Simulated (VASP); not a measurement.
**CaSe: density of states with PBE**

CaSe:

```
CELL_PARAMETERS angstrom
0.00000 3.04947 3.04947
3.04947 0.00000 3.04947
3.04947 3.04947 0.00000
ATOMIC_POSITIONS crystal
Ca 0.00000 0.00000 0.00000
Se 0.50000 0.50000 0.50000
```

```yaml
Program: VASP 6.6.1
Task: density of states
Functional: PBE
Potentials_or_basis: VASP PAW PBE potentials, release 64 (Ca_sv, Se)
Cutoff: 400 eV
k_mesh: 7 × 7 × 7
Occupations: fermi-dirac, width 0.1 eV
Spin: no spin polarisation
Dipole_correction: no
k_mesh_for_the_DOS: 11 × 11 × 11
Occupations_for_the_DOS: tetrahedron
Further_INCAR_settings: ALGO = Normal; EDIFF = 1e-06
```

- Valence electrons inside the program's atomic spheres: Ca 8.08; Se 3.89

Levels at points of the mesh, in eV from the valence-band top:
| k point | band 5 | band 6 | band 7 | band 8 | band 9 | band 10 | band 11 | band 12 |
| --- | --- | --- | --- | --- | --- | --- | --- | --- |
| (0.00, 0.00, 0.00) | -11.50 | 0.00 | 0.00 | 0.00 | 2.87 | 3.71 | 3.71 | 3.71 |

It took 54 s on 1 thread of AMD EPYC 7R13, on a shared host, peak memory 0.14 GiB.
